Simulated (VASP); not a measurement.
## O2: relaxation of the atoms with r2SCAN

The system is O2, in a box.

```xyz
2
Lattice="9.0000 0.0000 0.0000 0.0000 9.5000 0.0000 0.0000 0.0000 10.0000" Properties=species:S:1:pos:R:3 pbc="T T T"
O     4.5000    4.7500    4.3850
O     4.5000    4.7500    5.6150
```

```yaml
Program: VASP 6.6.1
Task: relaxation of the atoms
Functional: r2SCAN
Potentials_or_basis: VASP PAW PBE potentials, release 64 (O)
Cutoff: 520 eV
k_mesh: 1 × 1 × 1
Occupations: methfessel-paxton, width 0.02 eV
Spin: collinear spin, ferromagnetic start
Starting_moments: "[1.0, 1.0] μB"
Dipole_correction: no
Further_INCAR_settings: ALGO = Normal; EDIFF = 1e-06; IBRION = 2; EDIFFG = -0.01; NSW = 80
```

The energy gained by relaxing is 1.2 meV/atom. The ionic steps are 3 and the largest force after relaxing is 0.006 eV/Å. The gap between the frontier levels is 3.41 eV, the net moment is 2.00 μB per cell and the site moments are O +0.83 μB. The valence electrons inside the program's atomic spheres are O 4.92.

Forces in eV/Å, atoms in the order of the input:
```
O    0.000  0.000 -0.006
O    0.000  0.000  0.006
```

The path:
```
step  energy change (eV)  largest force (eV/Å)  pressure (GPa)
   1              0.0000                0.5826           -0.05
   2              0.1042                4.6394            0.32
   3             -0.0025                0.0060           -0.01
```

Final structure:
```
CELL_PARAMETERS angstrom
9.00000 0.00000 0.00000
0.00000 9.50000 0.00000
0.00000 0.00000 10.00000
ATOMIC_POSITIONS crystal
O 0.50000 0.50000 0.43888
O 0.50000 0.50000 0.56112
```

Levels at points of the mesh, in eV from the valence-band top:
Spin up:
```csv
k point,band 5,band 6,band 7,band 8,band 9,band 10
"(0.00, 0.00, 0.00)",-6.42,-0.02,0.00,7.47,8.79,8.96
```
Spin down:
```tsv
k point	band 1	band 2	band 3	band 4	band 5	band 6	band 7	band 8	band 9	band 10
(0.00, 0.00, 0.00)	-25.35	-12.02	-5.33	-4.13	-4.08	3.41	3.46	7.53	8.96	9.00
```

Wall time 15 min on 1 thread of Oxide Virtual Turin-like Processor, on a shared host, peak memory 1.3 GiB.

Caveat: the standard files for N, O and F lose accuracy on very short bonds; the PAW data sets were made with another functional, which shifts forces and pressure a little.
